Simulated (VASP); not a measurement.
# Ni (Fm-3m) in VASP: notebook

The runs below take Ni through single point, with PBE.

All numbers are computed with VASP 6.6.1; they aren't measurements. Logs are shortened: lines on timing, memory, paths and dates and some standing lists are left out, and cuts for length are marked.

## (1) The cell of the first run

The structure is cubic, space group Fm-3m (No. 225). The conventional cell has a = 3.524 Å, b = 3.524 Å, c = 3.524 Å, α = 90.00°, β = 90.00°, γ = 90.00°. Ni (site symmetry m-3m) has 12 Ni at 2.49 Å within 3.3 Å.

## (2) Single point, PBE, collinear spin, ferromagnetic start

File INCAR:

```
ALGO = Normal
EDIFF = 1E-6
ENCUT = 520
GGA = PE
ISIF = 2
ISMEAR = 0
ISPIN = 2
LASPH = T
LCHARG = F
LMAXMIX = 4
LORBIT = 11
LREAL = F
LWAVE = F
MAGMOM = 1.5
NBANDS = 15
NELM = 150
PREC = Accurate
SIGMA = 0.05
```

File KPOINTS:

```
k-points
0
Gamma
  16 16 16
```

File POSCAR:

```
Ni
1.0
    2.4917520000      0.0000000000      0.0000000000
    1.2458760000      2.1579205319      0.0000000000
    1.2458760000      0.7193068440      2.0345069885
Ni
1
Direct
    0.0000000000      0.0000000000      0.0000000000
```

Potentials or basis: VASP PAW PBE potentials, release 64 (Ni).

On the command line:

```
$ cat potpaw_PBE.64/Ni/POTCAR > POTCAR
$ mpirun -np 1 vasp_std > vasp.out
```

OUTCAR:

```text
EDIFF = 1E-6
   ENCUT = 520
   GGA = PE
   ISIF = 2
   ISMEAR = 0
   ISPIN = 2
   LASPH = T
   LORBIT = 11
   LREAL = F
   NELM = 150
   PREC = Accurate

 ion  position               nearest neighbor table
   1  0.000  0.000  0.000-

  LATTYP: Found a face centered cubic cell.
 ALAT       =     3.5238694724

  Lattice vectors:

 A1 = (   2.4917520000,   0.0000000000,   0.0000000000)
 A2 = (   1.2458760000,   2.1579205319,   0.0000000000)
 A3 = (   1.2458760000,   0.7193068440,   2.0345069885)

Analysis of symmetry for initial positions (statically):
=====================================================================
 Subroutine PRICEL returns:
 Original cell was already a primitive cell.

 Routine SETGRP: Setting up the symmetry group for a
 face centered cubic supercell.

 Subroutine GETGRP returns: Found 48 space group operations
 (whereof 48 operations were pure point group operations)
 out of a pool of 48 trial point group operations.

The static configuration has the point symmetry O_h .

Analysis of symmetry for dynamics (positions and initial velocities):
=====================================================================
 Subroutine PRICEL returns:
 Original cell was already a primitive cell.

 Routine SETGRP: Setting up the symmetry group for a
 face centered cubic supercell.

 Subroutine GETGRP returns: Found 48 space group operations
 (whereof 48 operations were pure point group operations)
 out of a pool of 48 trial point group operations.

The dynamic configuration has the point symmetry O_h .

Analysis of structural, dynamic, and magnetic symmetry:
=====================================================================
 Subroutine PRICEL returns:
 Original cell was already a primitive cell.

 Routine SETGRP: Setting up the symmetry group for a
 face centered cubic supercell.

 Subroutine GETGRP returns: Found 48 space group operations
 (whereof 48 operations were pure point group operations)
 out of a pool of 48 trial point group operations.

The overall configuration has the point symmetry O_h .

 Subroutine INISYM returns: Found 48 space group operations
 (whereof 48 operations are pure point group operations),
 and found     1 'primitive' translations

----------------------------------------------------------------------------------------

                                     Primitive cell

  volume of cell :      10.9395

  direct lattice vectors                    reciprocal lattice vectors
     2.491752000  0.000000000  0.000000000     0.401324048 -0.231704547 -0.163839857
     1.245876000  2.157920532  0.000000000     0.000000000  0.463409095 -0.163839857
     1.245876000  0.719306844  2.034506989     0.000000000  0.000000000  0.491519570

  length of vectors
     2.491752000  2.491752000  2.491752000     0.491519570  0.491519570  0.491519570

  position of ions in fractional coordinates (direct lattice)
     0.000000000  0.000000000  0.000000000

  ion indices of the primitive-cell ions
   primitive index   ion index
                 1           1

----------------------------------------------------------------------------------------

 KPOINTS: k-points

Automatic generation of k-mesh.
 Grid dimensions read from file:
 generate k-points for:   16   16   16

 Generating k-lattice:

  Cartesian coordinates                     Fractional coordinates (reciprocal lattice)
     0.025082753 -0.014481534 -0.010239991     0.062500000  0.000000000  0.000000000
     0.000000000  0.028963068 -0.010239991     0.000000000  0.062500000  0.000000000
     0.000000000  0.000000000  0.030719973     0.000000000  0.000000000  0.062500000

  Length of vectors
     0.030719973  0.030719973  0.030719973

  Shift w.r.t. Gamma in fractional coordinates (k-lattice)
     0.000000000  0.000000000  0.000000000

 Subroutine IBZKPT returns following result:
 ===========================================

 Found    145 irreducible k-points:

 Following reciprocal coordinates:
            Coordinates               Weight
  0.000000  0.000000  0.000000      1.000000
  0.062500  0.000000 -0.000000      8.000000
  0.125000  0.000000 -0.000000      8.000000
  0.187500  0.000000 -0.000000      8.000000
  0.250000  0.000000 -0.000000      8.000000
  0.312500  0.000000 -0.000000      8.000000
[... 16 lines left out ...]
 -0.125000  0.062500  0.000000     24.000000
 -0.062500  0.062500  0.000000     12.000000
 [... further k-points ...]
   k-points           NKPTS =    145   k-points in BZ     NKDIM =    145   number of bands    NBANDS=     15
   number of dos      NEDOS =    301   number of ions     NIONS =      1
   total plane-waves  NPLWV =   8000
   dimension x,y,z NGX =    20 NGY =   20 NGZ =   20
   dimension x,y,z NGXF=    40 NGYF=   40 NGZF=   40
   ions per type =               1
   NGX,Y,Z   is equivalent  to a cutoff of  13.34, 13.34, 13.34 a.u.
   NGXF,Y,Z  is equivalent  to a cutoff of  26.69, 26.69, 26.69 a.u.
 SYSTEM =  unknown system
   PREC   = accura    normal or accurate (medium, high low for compatibility)
   ISTART =      0    job   : 0-new  1-cont  2-samecut
   ICHARG =      2    charge: 1-file 2-atom 10-const
   ISPIN  =      2    spin polarized calculation?
   LNONCOLLINEAR =      F non collinear calculations
   LSORBIT =      F    spin-orbit coupling
   LASPH  =      T    aspherical Exc in radial PAW
   ENCUT  =  520.0 eV  38.22 Ry    6.18 a.u.   4.63  4.63  4.63*2*pi/ulx,y,z
   NELM   =    150;   NELMIN=  2; NELMDL= -5     # of ELM steps
   EDIFF  = 0.1E-05   stopping-criterion for ELM
   LREAL  =      F    real-space projection
   EDIFFG = 0.1E-04   stopping-criterion for IOM
   NSW    =      0    number of steps for IOM
   IBRION =     -1    ionic relax: 0-MD 1-quasi-New 2-CG
   NFREE  =      0    steps in history (QN), initial steepest desc. (CG)
   ISIF   =      2    stress and relaxation
   ISYM   =      2    0-nonsym 1-usesym 2-fastsym
   POTIM  = 0.5000    time-step for ionic-motion
   TEBEG  =    0.0;   TEEND  =   0.0 temperature during run
   PSTRESS=    0.0 pullay stress
   NELECT =      10.0000    total number of electrons
   NUPDOWN=      -1.0000    fix difference up-down
   EMIN   =  10.00;   EMAX   =-10.00  energy-range for DOS
   EFERMI =   0.00;   METHOD = LEGACY
   ISMEAR =     0;   SIGMA  =   0.05  broadening in eV -4-tet -1-fermi 0-gaus
   EFERMI_NEDOS =   21; number of points for ismear=-14 and -15
   IALGO  =     38    algorithm
   IMIX   =      4    mixing-type and parameters
     AMIX     =   0.40;   BMIX     =  1.00
     AMIX_MAG =   1.60;   BMIX_MAG =  1.00
  volume/ion in A,a.u.               =      10.94        73.82
  Fermi-wavevector in a.u.,A,eV,Ry     =   1.588821  3.002437 34.345903  2.524353
  Thomas-Fermi vector in A             =   2.687766
   LORBIT       =     11    0 simple, 1 ext, 2 COOP (PROOUT), +10 PAW based schemes
   GGA     = PE    functional components
   LHFCALC =     F    Hartree Fock is set to
   AEXX    =    0.0000 exact exchange contribution
   IVDW    =     0    specifies the selected vdW correction
   LEPSILON=     F    determine dielectric tensor
   LRPA    =     F    only Hartree local field effects (RPA)
 spin polarized calculation
 Gauss-broadening in eV      SIGMA  =   0.05
  energy-cutoff  :      520.00
  volume of cell :       10.94
 maximum number of plane-waves:       306
   NGX =  9   NGY =  9   NGZ =  9

 number of electron      10.0000010 magnetization       0.5978093

 Free energy of the ion-electron system (eV)
  ---------------------------------------------------
  ext. energy  EPLUGINS =         0.00000000
  ---------------------------------------------------
  free energy    TOTEN  =        -5.47146208 eV

  energy without entropy =       -5.46933883  energy(sigma->0) =       -5.47040046

 E-fermi :   9.3105     XC(G=0): -13.2228

 val. band max:        9.3067057612   @ k =  -0.3125   0.1250   0.0000
 cond. band min:       9.3111672466   @ k =   0.3750   0.2500  -0.0000
 fundamental gap:      0.0044614855
 Fermi energy:         9.3104638970

 spin component 1

 k-point     1 :       0.0000    0.0000    0.0000
  band No.  band energies     occupation
      1       0.3282      1.00000
      2       6.8944      1.00000
      3       6.8944      1.00000
      4       6.8944      1.00000
      5       8.0682      1.00000
      6       8.0682      1.00000
      7      32.9752      0.00000
      8      36.7967      0.00000
      9      36.7967      0.00000
     10      36.7967      0.00000
     11      39.7187      0.00000
     12      39.7187      0.00000
     13      39.7187      0.00000
     14      42.6899      0.00000
     15      48.9335      0.00000

 k-point     2 :       0.0625    0.0000   -0.0000
  band No.  band energies     occupation
      1       0.4804      1.00000
      2       6.8555      1.00000
      3       6.9282      1.00000
      4       6.9282      1.00000
      5       8.0539      1.00000
      6       8.0539      1.00000
      7      32.4527      0.00000
      8      35.0183      0.00000
      9      36.4321      0.00000
     10      36.4321      0.00000
     11      40.2577      0.00000
     12      40.2577      0.00000
     13      40.7955      0.00000
     14      43.9524      0.00000
     15      47.5017      0.00000
[... 365 lines left out ...]
      3       7.0775      1.00000
      4       7.0828      1.00000
      5       7.9130      1.00000
      6       8.1181      1.00000
      7      29.0723      0.00000
      8      31.8210      0.00000
      9      35.5225      0.00000
     10      37.4584      0.00000
     11      39.3582      0.00000
     12      40.4823      0.00000
     13      43.0844      0.00000
     14      44.4401      0.00000
     15      46.6228      0.00000

 k-point    24 :      -0.0625    0.0625    0.0000
  band No.  band energies     occupation
      1       0.7314      1.00000
      2       6.7844      1.00000
      3       6.9767      1.00000
      4       6.9951      1.00000
      5       7.9853      1.00000
      6       8.0827      1.00000
      7      31.6024      0.00000
      8      33.2249      0.00000
      9      35.5424      0.00000
     10      37.3729      0.00000
     11      39.8891      0.00000
     12      40.0016      0.00000
     13      42.9689      0.00000
     14      45.0612      0.00000
     15      45.4866      0.00000

 [... further k-points ...]

 spin component 2

 k-point     1 :       0.0000    0.0000    0.0000
  band No.  band energies     occupation
      1       0.2905      1.00000
      2       7.6226      1.00000
      3       7.6226      1.00000
      4       7.6226      1.00000
      5       8.6190      1.00000
      6       8.6190      1.00000
      7      32.8131      0.00000
      8      36.7737      0.00000
      9      36.7737      0.00000
     10      36.7737      0.00000
     11      39.8126      0.00000
     12      39.8126      0.00000
     13      39.8126      0.00000
     14      42.5710      0.00000
     15      49.1210      0.00000

 k-point     2 :       0.0625    0.0000   -0.0000
  band No.  band energies     occupation
      1       0.4429      1.00000
      2       7.5786      1.00000
      3       7.6577      1.00000
      4       7.6577      1.00000
      5       8.6039      1.00000
      6       8.6039      1.00000
      7      32.3461      0.00000
      8      34.9927      0.00000
      9      36.4363      0.00000
     10      36.4363      0.00000
     11      40.3191      0.00000
     12      40.3191      0.00000
     13      40.7939      0.00000
     14      43.8876      0.00000
     15      47.6582      0.00000
[... 365 lines left out ...]
      3       7.7982      1.00000
      4       7.8113      1.00000
      5       8.4583      1.00000
      6       8.6860      1.00000
      7      29.1241      0.00000
      8      31.8280      0.00000
      9      35.4644      0.00000
     10      37.4675      0.00000
     11      39.3211      0.00000
     12      40.5166      0.00000
     13      43.2488      0.00000
     14      44.3878      0.00000
     15      46.8094      0.00000

 k-point    24 :      -0.0625    0.0625    0.0000
  band No.  band energies     occupation
      1       0.6943      1.00000
      2       7.4997      1.00000
      3       7.7093      1.00000
      4       7.7231      1.00000
      5       8.5312      1.00000
      6       8.6363      1.00000
      7      31.5593      0.00000
      8      33.2425      0.00000
      9      35.5051      0.00000
     10      37.3500      0.00000
     11      39.9772      0.00000
     12      39.9871      0.00000
     13      42.9514      0.00000
     14      45.2083      0.00000
     15      45.4839      0.00000

 [... further k-points ...]

------------------------ aborting loop because EDIFF is reached ----------------------------------------

  FORCE on cell =-STRESS in cart. coord.  units (eV):
  Direction    XX          YY          ZZ          XY          YZ          ZX
  --------------------------------------------------------------------------------------
  -------------------------------------------------------------------------------------
  Total       -0.0835663     -0.0835663     -0.0835663      0.0000000     -0.0000000     -0.0000000
  in kB      -12.2388917    -12.2388917    -12.2388917      0.0000000     -0.0000000     -0.0000000
  external PRESSURE =     -12.2388917 kB  Pullay stress =       0.0000000 kB

 VOLUME and BASIS-vectors are now :
 -----------------------------------------------------------------------------
  energy-cutoff  :      520.00
  volume of cell :       10.94
      direct lattice vectors                 reciprocal lattice vectors
     2.491752000  0.000000000  0.000000000     0.401324048 -0.231704547 -0.163839857
     1.245876000  2.157920532  0.000000000     0.000000000  0.463409095 -0.163839857
     1.245876000  0.719306844  2.034506989     0.000000000  0.000000000  0.491519570

 POSITION                                       TOTAL-FORCE (eV/Angst)
 -----------------------------------------------------------------------------------
      0.00000      0.00000      0.00000        -0.000000      0.000000      0.000000
 -----------------------------------------------------------------------------------
    total drift:                                0.000000      0.000000      0.000000

  FREE ENERGIE OF THE ION-ELECTRON SYSTEM (eV)
  ---------------------------------------------------
  free  energy   TOTEN  =        -5.4714620838 eV

  energy  without entropy=       -5.4693388342  energy(sigma->0) =       -5.47040046

 total charge

# of ion       s       p       d       tot
------------------------------------------
    1        0.494   0.492   8.314   9.300

 magnetization (x)

# of ion       s       p       d       tot
------------------------------------------
    1       -0.007  -0.025   0.642   0.611
```

Wall time 21 s (1 thread of Intel Xeon 6975P-C (Granite Rapids), shared host); peak memory 0.15 GiB.

Results:

| Quantity | Value |
| --- | --- |
| Free energy | -5.4715 eV |
| Pressure | -1.2 GPa |
| Net moment | 0.60 μB per cell |
| Site moments | Ni +0.61 μB |
| Valence electrons inside the program's atomic spheres | Ni 9.30 |

## (3) Single point, PBE, collinear spin, ferromagnetic start

File INCAR:

```
PREC     = Accurate       # precision mode
ENCUT    = 520            # plane-wave cutoff, eV
EDIFF    = 1E-7           # SCF threshold, eV
ISMEAR   = 0              # smearing method
SIGMA    = 0.025          # smearing width, eV
LREAL    = F              # projectors in reciprocal space
LASPH    = T              # aspherical terms in the spheres
NELM     = 150            # most SCF steps
ALGO     = Normal         # electronic algorithm
ISIF     = 2              # what is computed and relaxed
LWAVE    = F              # write WAVECAR
LCHARG   = T              # write CHGCAR
ISPIN    = 2              # spin polarisation
MAGMOM   = 1.5            # initial moments
LORBIT   = 11             # projections on sites
LMAXMIX  = 4              # l up to which the mixer works
GGA      = PE             # functional
LELF     = T              # ELF
LVHAR    = T            
NBANDS   = 15             # bands
```

File KPOINTS:

```
regular mesh
0
Gamma
  16 16 16
```

POSCAR is that of step 2.

Potentials or basis: VASP PAW PBE potentials, release 64 (Ni).

On the command line:

```
$ cat potpaw_PBE.64/Ni/POTCAR > POTCAR
$ mpirun -np 1 vasp_std > vasp.out
```

It took 26 s on 1 thread of Intel Xeon 6975P-C (Granite Rapids), shared host; peak memory 0.15 GiB.

Results (log left out):

- Free energy: -5.4706 eV
- Pressure: -1.2 GPa
- Net moment: 0.60 μB per cell
- Site moments: Ni +0.61 μB
- Valence electrons inside the program's atomic spheres: Ni 9.30

Levels at points of the mesh, in eV from the Fermi level:
Spin up:
```csv
k point,band 1,band 2,band 3,band 4,band 5,band 6,band 7,band 8,band 9,band 10
"(0.00, 0.00, 0.00)",-8.98,-2.42,-2.42,-2.42,-1.24,-1.24,23.66,27.48,27.48,27.48
"(0.50, 0.00, 0.00)",-4.81,-2.40,-2.40,-0.60,-0.60,-0.29,5.62,22.16,24.57,24.57
"(0.50, 0.50, 0.00)",-4.61,-4.17,-0.54,-0.47,-0.47,2.43,9.17,14.76,14.76,19.65
```
Spin down:
```
           k point  band 2  band 3  band 4  band 5  band 6  band 7  band 8  band 9
(0.00, 0.00, 0.00)   -1.69   -1.69   -1.69   -0.69   -0.69   23.50   27.46   27.46
(0.50, 0.00, 0.00)   -1.81   -1.81   -0.36    0.13    0.13    6.03   22.01   24.65
(0.50, 0.50, 0.00)   -3.57    0.03    0.36    0.36    2.39    9.39   14.77   14.77
```
